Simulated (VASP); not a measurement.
Runs of VASP 6.6.1 on ZrAl5N6. The structure is that of space group P-6m2 (No. 187), or close to it. The cells are those of the table. 

```tsv
task	spin	cell	k mesh	cutoff (eV)	gap on the mesh (eV)	pressure (GPa)	relaxed volume (Å³/atom)	largest force (eV/Å)
single point	off	a = 2.913, b = 2.913, c = 15.550 Å, angles 90.0, 90.0, 120.0°, 12 atoms	12 × 12 × 4	520	none	-0.1	-	0.03
relaxation of cell and atoms	off	relaxed from a = 3.272, b = 3.272, c = 16.907 Å, angles 90.0, 90.0, 120.0°, 12 atoms	6 × 6 × 1	600	none	0.0	9.53	0.01
single point	off	a = 3.272, b = 3.272, c = 16.907 Å, angles 90.0, 90.0, 120.0°, 12 atoms	6 × 6 × 1	520	none	-33.7	-	(b)
single point	collinear, ferromagnetic start	a = 2.915, b = 2.915, c = 15.553 Å, angles 90.0, 90.0, 120.0°, 12 atoms	6 × 6 × 1	520	none	(a)	-	0.21
single point	off	a = 2.915, b = 2.915, c = 15.553 Å, angles 90.0, 90.0, 120.0°, 12 atoms	6 × 6 × 1	520	none	-0.1	-	0.03
relaxation of cell and atoms	off	relaxed from a = 2.915, b = 2.915, c = 15.553 Å, angles 90.0, 90.0, 120.0°, 12 atoms	12 × 12 × 4	600	none	0.0	9.51	-
```

Alike in all rows: level PBE; potentials or basis VASP PAW PBE potentials, release 64 (Zr_sv, Al, N); smearing gaussian 0.1 eV.

Task: Estimate the missing entries.

Result: (a) 0.2; (b) 0.80.

Caveats: some runs use coarse meshes; the volume moved by over 15 % at a fixed basis, so the end points are rough (some runs).

A k mesh can miss the band edges, and the runs leave out spin-orbit coupling on Zr.

A gap of «none» marks levels without a gap at the run's occupations.
